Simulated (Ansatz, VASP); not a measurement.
Hf: VASP beside Ansatz

File INCAR:

```
PREC = Accurate ; ENCUT = 520
EDIFF = 1E-7 ; ISMEAR = 0
SIGMA = 0.15 ; LREAL = F
LASPH = T ; NELM = 100
ALGO = Normal ; ISIF = 2
LWAVE = F ; LCHARG = F
GGA = PS ; NBANDS = 11
```

KPOINTS

```
regular mesh
0
Gamma
  18 18 18
```

Contents of POSCAR:

```
Hf
1.0
   -1.8591500000      1.8591500000      1.8320750000
    1.8591500000     -1.8591500000      1.8320750000
    1.8591500000      1.8591500000     -1.8320750000
Hf
1
Direct
    0.0000000000      0.0000000000      0.0000000000
```

Input for Ansatz:

```yaml
crystal:
  lattice:
    - [-1.85915, 1.85915, 1.832075]
    - [1.85915, -1.85915, 1.832075]
    - [1.85915, 1.85915, -1.832075]
  atoms:
    - { symbol: Hf, position: [0.0, 0.0, 0.0] }
basis:
  ecutwfc: 420
kpoints:
  mp_grid: { grid: [18, 18, 18] }
hamiltonian:
  xc: pbesol
scf:
  occupations: { method: gaussian, width: 0.15 }
output:
  forces: true
  stress: true
  eigenvalues: true
```

Change from the starting cell: strain +0.030 along x and y, +0.015 along z, atoms carried along.

Alike in both runs: task single point; functional PBEsol; k mesh 18 × 18 × 18; occupations gaussian, width 0.15 eV; no spin polarisation.

|  | VASP | Ansatz |
| --- | --- | --- |
| version | VASP 6.6.1 | Ansatz 0.2.0 |
| potentials or method | VASP PAW PBE potentials, release 64 (Hf_pv), cutoff 520 eV | scalar-relativistic, plane waves, PAW |
| valence electrons in the cell | 10 | 26 |

VASP gave:

| Item | Value |
| --- | --- |
| gap on the k mesh at the Fermi level (eV) | none |
| pressure (GPa) | -14.1 |
| traceless stress, the component that is largest in VASP (GPa) | -0.52 |

Problem. Which values does Ansatz return?

Solution. gap on the k mesh at the Fermi level (eV): none; pressure (GPa): -13.8; traceless stress, the component that is largest in VASP (GPa): -0.51.

VASP's potentials were made for PBE, not for PBEsol. A gap of «none» marks a metal or a gap that the smearing closes. VASP's potentials hold 10 valence electrons a cell and Ansatz's 26, so a difference there can come from the potentials and not from the codes.

Neither program's run includes spin-orbit coupling.
